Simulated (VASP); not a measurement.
# Al (Fm-3m) in VASP: single point with LDA

Aim: the single point of Al with LDA.

All numbers are computed with VASP 6.6.1; they aren't measurements. Logs are shortened: lines on timing, memory, paths and dates and some standing lists are left out, and cuts for length are marked.

### 1 The cell of the first run

Symmetry: Fm-3m, No. 225, cubic system. The conventional cell has a = 3.985 Å, b = 3.985 Å, c = 3.985 Å, α = 90.00°, β = 90.00°, γ = 90.00°. Within 3.7 Å of Al (site symmetry m-3m) lie 12 Al at 2.82 Å.

### 2 Single point, LDA

INCAR reads:

```
  PREC = Accurate
  ENCUT = 520
  EDIFF = 1E-6
  ISMEAR = 0
  SIGMA = 0.05
  LREAL = F
  LASPH = T
  NELM = 60
  ALGO = Normal
  ISIF = 2
  LWAVE = F
  LCHARG = F
  GGA = CA
  NBANDS = 8
```

KPOINTS reads:

```
Automatic mesh
0
Gamma
  18 18 18
```

POSCAR reads:

```
Al
1.0
    0.0000000000      1.9923258127      1.9923258127
    1.9923258127      0.0000000000      1.9923258127
    1.9923258127      1.9923258127      0.0000000000
Al
1
Direct
    0.0000000000      0.0000000000      0.0000000000
```

Potentials or basis: VASP PAW LDA potentials, release 64 (Al).

On the command line:

```sh
> cat potpaw_LDA.64/Al/POTCAR > POTCAR
> mpirun -np 1 vasp_std > vasp.out
```

OUTCAR:

```text
PREC = Accurate
   ENCUT = 520
   EDIFF = 1E-6
   ISMEAR = 0
   LREAL = F
   LASPH = T
   NELM = 60
   ISIF = 2
   GGA = CA

 ion  position               nearest neighbor table
   1  0.000  0.000  0.000-

  LATTYP: Found a face centered cubic cell.
 ALAT       =     3.9846516254

  Lattice vectors:

 A1 = (   0.0000000000,   1.9923258127,   1.9923258127)
 A2 = (   1.9923258127,   0.0000000000,   1.9923258127)
 A3 = (   1.9923258127,   1.9923258127,   0.0000000000)

Analysis of symmetry for initial positions (statically):
=====================================================================
 Subroutine PRICEL returns:
 Original cell was already a primitive cell.

 Routine SETGRP: Setting up the symmetry group for a
 face centered cubic supercell.

 Subroutine GETGRP returns: Found 48 space group operations
 (whereof 48 operations were pure point group operations)
 out of a pool of 48 trial point group operations.

The static configuration has the point symmetry O_h .

Analysis of symmetry for dynamics (positions and initial velocities):
=====================================================================
 Subroutine PRICEL returns:
 Original cell was already a primitive cell.

 Routine SETGRP: Setting up the symmetry group for a
 face centered cubic supercell.

 Subroutine GETGRP returns: Found 48 space group operations
 (whereof 48 operations were pure point group operations)
 out of a pool of 48 trial point group operations.

The dynamic configuration has the point symmetry O_h .

 Subroutine INISYM returns: Found 48 space group operations
 (whereof 48 operations are pure point group operations),
 and found     1 'primitive' translations

----------------------------------------------------------------------------------------

                                     Primitive cell

  volume of cell :      15.8165

  direct lattice vectors                    reciprocal lattice vectors
     0.000000000  1.992325813  1.992325813    -0.250962968  0.250962968  0.250962968
     1.992325813  0.000000000  1.992325813     0.250962968 -0.250962968  0.250962968
     1.992325813  1.992325813  0.000000000     0.250962968  0.250962968 -0.250962968

  length of vectors
     2.817574185  2.817574185  2.817574185     0.434680612  0.434680612  0.434680612

  position of ions in fractional coordinates (direct lattice)
     0.000000000  0.000000000  0.000000000

  ion indices of the primitive-cell ions
   primitive index   ion index
                 1           1

----------------------------------------------------------------------------------------

 KPOINTS: Automatic mesh

Automatic generation of k-mesh.
 Grid dimensions read from file:
 generate k-points for:   18   18   18

 Generating k-lattice:

  Cartesian coordinates                     Fractional coordinates (reciprocal lattice)
    -0.013942387  0.013942387  0.013942387     0.055555556  0.000000000  0.000000000
     0.013942387 -0.013942387  0.013942387     0.000000000  0.055555556  0.000000000
     0.013942387  0.013942387 -0.013942387     0.000000000  0.000000000  0.055555556

  Length of vectors
     0.024148923  0.024148923  0.024148923

  Shift w.r.t. Gamma in fractional coordinates (k-lattice)
     0.000000000  0.000000000  0.000000000

 Subroutine IBZKPT returns following result:
 ===========================================

 Found    195 irreducible k-points:

 Following reciprocal coordinates:
            Coordinates               Weight
  0.000000  0.000000  0.000000      1.000000
  0.055556  0.000000  0.000000      8.000000
  0.111111  0.000000  0.000000      8.000000
  0.166667  0.000000  0.000000      8.000000
  0.222222  0.000000  0.000000      8.000000
  0.277778  0.000000  0.000000      8.000000
[... 16 lines left out ...]
 -0.277778  0.055556  0.000000     24.000000
 -0.222222  0.055556  0.000000     24.000000
 [... further k-points ...]
   k-points           NKPTS =    195   k-points in BZ     NKDIM =    195   number of bands    NBANDS=      8
   number of dos      NEDOS =    301   number of ions     NIONS =      1
   total plane-waves  NPLWV =  13824
   dimension x,y,z NGX =    24 NGY =   24 NGZ =   24
   dimension x,y,z NGXF=    48 NGYF=   48 NGZF=   48
   ions per type =               1
   NGX,Y,Z   is equivalent  to a cutoff of  14.16, 14.16, 14.16 a.u.
   NGXF,Y,Z  is equivalent  to a cutoff of  28.32, 28.32, 28.32 a.u.
 SYSTEM =  unknown system
   PREC   = accura    normal or accurate (medium, high low for compatibility)
   ISTART =      0    job   : 0-new  1-cont  2-samecut
   ICHARG =      2    charge: 1-file 2-atom 10-const
   ISPIN  =      1    spin polarized calculation?
   LNONCOLLINEAR =      F non collinear calculations
   LSORBIT =      F    spin-orbit coupling
   LASPH  =      T    aspherical Exc in radial PAW
   ENCUT  =  520.0 eV  38.22 Ry    6.18 a.u.   5.24  5.24  5.24*2*pi/ulx,y,z
   NELM   =     60;   NELMIN=  2; NELMDL= -5     # of ELM steps
   EDIFF  = 0.1E-05   stopping-criterion for ELM
   LREAL  =      F    real-space projection
   EDIFFG = 0.1E-04   stopping-criterion for IOM
   NSW    =      0    number of steps for IOM
   IBRION =     -1    ionic relax: 0-MD 1-quasi-New 2-CG
   NFREE  =      0    steps in history (QN), initial steepest desc. (CG)
   ISIF   =      2    stress and relaxation
   ISYM   =      2    0-nonsym 1-usesym 2-fastsym
   POTIM  = 0.5000    time-step for ionic-motion
   TEBEG  =    0.0;   TEEND  =   0.0 temperature during run
   PSTRESS=    0.0 pullay stress
   NELECT =       3.0000    total number of electrons
   NUPDOWN=      -1.0000    fix difference up-down
   EMIN   =  10.00;   EMAX   =-10.00  energy-range for DOS
   EFERMI =   0.00;   METHOD = LEGACY
   ISMEAR =     0;   SIGMA  =   0.05  broadening in eV -4-tet -1-fermi 0-gaus
   EFERMI_NEDOS =   21; number of points for ismear=-14 and -15
   IALGO  =     38    algorithm
   IMIX   =      4    mixing-type and parameters
     AMIX     =   0.40;   BMIX     =  1.00
     AMIX_MAG =   1.60;   BMIX_MAG =  1.00
  volume/ion in A,a.u.               =      15.82       106.74
  Fermi-wavevector in a.u.,A,eV,Ry     =   0.940614  1.777503 12.037825  0.884755
  Thomas-Fermi vector in A             =   2.068044
   LORBIT       =      0    0 simple, 1 ext, 2 COOP (PROOUT), +10 PAW based schemes
   GGA     = CA    functional components
   LHFCALC =     F    Hartree Fock is set to
   AEXX    =    0.0000 exact exchange contribution
   IVDW    =     0    specifies the selected vdW correction
   LEPSILON=     F    determine dielectric tensor
   LRPA    =     F    only Hartree local field effects (RPA)
 non-spin polarized calculation
 Gauss-broadening in eV      SIGMA  =   0.05
  energy-cutoff  :      520.00
  volume of cell :       15.82
 maximum number of plane-waves:       444
 NGX is ok and might be reduce to    24
   NGX = 11   NGY = 11   NGZ = 11

 number of electron       3.0000000 magnetization

 Free energy of the ion-electron system (eV)
  ---------------------------------------------------
  ext. energy  EPLUGINS =         0.00000000
  ---------------------------------------------------
  free energy    TOTEN  =        -4.18886068 eV

  energy without entropy =       -4.18778082  energy(sigma->0) =       -4.18832075

 E-fermi :   8.2268     XC(G=0): -10.5011

 val. band max:        8.2109164713   @ k =  -0.2778   0.2778   0.0556
 cond. band min:       8.2358787313   @ k =  -0.4444   0.3333   0.1111
 fundamental gap:      0.0249622600
 Fermi energy:         8.2268276788

 k-point     1 :       0.0000    0.0000    0.0000
  band No.  band energies     occupation
      1      -3.1573      2.00000
      2      21.0393      0.00000
      3      21.0393      0.00000
      4      21.0393      0.00000
      5      22.6883      0.00000
      6      22.6883      0.00000
      7      22.6883      0.00000
      8      25.1601      0.00000

 k-point     2 :       0.0556    0.0000    0.0000
  band No.  band energies     occupation
      1      -3.0712      2.00000
      2      19.5358      0.00000
      3      20.7446      0.00000
      4      20.7446      0.00000
      5      23.1159      0.00000
      6      23.1159      0.00000
      7      23.2613      0.00000
      8      26.0364      0.00000

 k-point     3 :       0.1111    0.0000    0.0000
  band No.  band energies     occupation
      1      -2.8133      2.00000
      2      17.2848      0.00000
      3      20.2433      0.00000
      4      20.2433      0.00000
      5      23.3461      0.00000
      6      23.9849      0.00000
      7      23.9849      0.00000
      8      26.4438      0.00000

 k-point     4 :       0.1667    0.0000    0.0000
  band No.  band energies     occupation
      1      -2.3846      2.00000
      2      15.0092      0.00000
      3      19.8000      0.00000
      4      19.8000      0.00000
      5      23.1915      0.00000
      6      24.5762      0.00000
      7      24.5762      0.00000
      8      25.8143      0.00000

 k-point     5 :       0.2222    0.0000    0.0000
  band No.  band energies     occupation
      1      -1.7866      2.00000
      2      12.8074      0.00000
      3      19.4726      0.00000
      4      19.4726      0.00000
      5      23.0239      0.00000
      6      23.7756      0.00000
      7      23.7756      0.00000
      8      26.7827      0.00000

 k-point     6 :       0.2778    0.0000    0.0000
  band No.  band energies     occupation
      1      -1.0216      2.00000
      2      10.7130      0.00000
      3      19.2773      0.00000
      4      19.2773      0.00000
      5      22.7681      0.00000
      6      22.7681      0.00000
      7      22.9272      0.00000
      8      26.9814      0.00000

 k-point     7 :       0.3333    0.0000    0.0000
  band No.  band energies     occupation
      1      -0.0925      2.00000
      2       8.7423      0.00000
      3      19.2198      0.00000
      4      19.2198      0.00000
      5      21.8507      0.00000
      6      21.8507      0.00000
      7      22.9434      0.00000
      8      26.0264      0.00000

 k-point     8 :       0.3889    0.0000    0.0000
  band No.  band energies     occupation
      1       0.9974      2.00000
      2       6.9053      2.00000
      3      19.3027      0.00000
      4      19.3027      0.00000
      5      21.0604      0.00000
      6      21.0604      0.00000
      7      23.0947      0.00000
      8      25.1723      0.00000

 k-point     9 :       0.4444    0.0000    0.0000
  band No.  band energies     occupation
      1       2.2431      2.00000
      2       5.2104      2.00000
      3      19.5274      0.00000
      4      19.5274      0.00000
      5      20.4083      0.00000
      6      20.4083      0.00000
      7      23.3907      0.00000
      8      24.4428      0.00000

 k-point    10 :       0.5000    0.0000    0.0000
  band No.  band energies     occupation
      1       3.5185      2.00000
      2       3.7850      2.00000
      3      19.8666      0.00000
      4      19.8666      0.00000
      5      19.9262      0.00000
      6      19.9262      0.00000
      7      23.7709      0.00000
      8      23.9162      0.00000
[... 78 lines left out ...]
 k-point    18 :       0.4444    0.0556    0.0000
  band No.  band energies     occupation
      1       1.8846      2.00000
      2       5.8301      2.00000
      3      18.3266      0.00000
      4      18.9255      0.00000
      5      19.7847      0.00000
      6      21.8480      0.00000
      7      24.2195      0.00000
      8      25.2708      0.00000

 k-point    19 :       0.5000    0.0556    0.0000
  band No.  band energies     occupation
      1       3.2219      2.00000
      2       4.2434      2.00000
      3      18.3597      0.00000
      4      18.6469      0.00000
      5      20.1162      0.00000
      6      21.2928      0.00000
      7      24.5466      0.00000
      8      24.7016      0.00000

 k-point    20 :      -0.4444    0.0556    0.0000
  band No.  band energies     occupation
      1       2.7637      2.00000
      2       4.7514      2.00000
      3      17.9372      0.00000
      4      19.1118      0.00000
      5      20.5955      0.00000
      6      20.8778      0.00000
      7      24.1480      0.00000
      8      25.1367      0.00000

 k-point    21 :      -0.3889    0.0556    0.0000
  band No.  band energies     occupation
      1       1.4695      2.00000
      2       6.3944      2.00000
      3      17.6611      0.00000
      4      19.7205      0.00000
      5      20.6043      0.00000
      6      21.2177      0.00000
      7      23.8083      0.00000
      8      25.7900      0.00000

 k-point    22 :      -0.3333    0.0556    0.0000
  band No.  band energies     occupation
      1       0.3277      2.00000
      2       8.1827      1.78758
      3      17.5321      0.00000
      4      20.4305      0.00000
      5      20.5123      0.00000
      6      21.9769      0.00000
      7      23.6108      0.00000
      8      26.5567      0.00000

 k-point    23 :      -0.2778    0.0556    0.0000
  band No.  band energies     occupation
      1      -0.6548      2.00000
      2      10.1062      0.00000
      3      17.5497      0.00000
      4      20.4696      0.00000
      5      21.3663      0.00000
      6      22.8569      0.00000
      7      23.5550      0.00000
      8      27.3610      0.00000

 k-point    24 :      -0.2222    0.0556    0.0000
  band No.  band energies     occupation
      1      -1.4744      2.00000
      2      12.1543      0.00000
      3      17.7137      0.00000
      4      20.6062      0.00000
      5      22.3747      0.00000
      6      23.5387      0.00000
      7      23.9196      0.00000
      8      26.1475      0.00000

 [... further k-points ...]
[... 5 lines left out ...]
  --------------------------------------------------------------------------------------
  -------------------------------------------------------------------------------------
  Total       -0.0020319     -0.0020319     -0.0020319      0.0000000      0.0000000      0.0000000
  in kB       -0.2058272     -0.2058272     -0.2058272      0.0000000      0.0000000      0.0000000
  external PRESSURE =      -0.2058272 kB  Pullay stress =       0.0000000 kB

 VOLUME and BASIS-vectors are now :
 -----------------------------------------------------------------------------
  energy-cutoff  :      520.00
  volume of cell :       15.82
      direct lattice vectors                 reciprocal lattice vectors
     0.000000000  1.992325813  1.992325813    -0.250962968  0.250962968  0.250962968
     1.992325813  0.000000000  1.992325813     0.250962968 -0.250962968  0.250962968
     1.992325813  1.992325813  0.000000000     0.250962968  0.250962968 -0.250962968

 POSITION                                       TOTAL-FORCE (eV/Angst)
 -----------------------------------------------------------------------------------
      0.00000      0.00000      0.00000         0.000000     -0.000000      0.000000
 -----------------------------------------------------------------------------------
    total drift:                               -0.000000      0.000000      0.000000

  FREE ENERGIE OF THE ION-ELECTRON SYSTEM (eV)
  ---------------------------------------------------
  free  energy   TOTEN  =        -4.1888606753 eV

  energy  without entropy=       -4.1877808186  energy(sigma->0) =       -4.18832075
```

It took 9.6 s on 1 thread of Intel Xeon 6975P-C, shared host; peak memory 0.13 GiB.

Results:

```yaml
Free_energy: -4.1889 eV
Pressure: 0.0 GPa
```

Levels at points of the mesh, in eV from the Fermi level:
```
           k point  band 1  band 2  band 3  band 4  band 5
(0.00, 0.00, 0.00)  -11.38   12.81   12.81   12.81   14.46
(0.50, 0.00, 0.00)   -4.71   -4.44   11.64   11.64   11.70
(0.50, 0.50, 0.00)   -2.99   -1.61    5.32    5.74    5.74
```
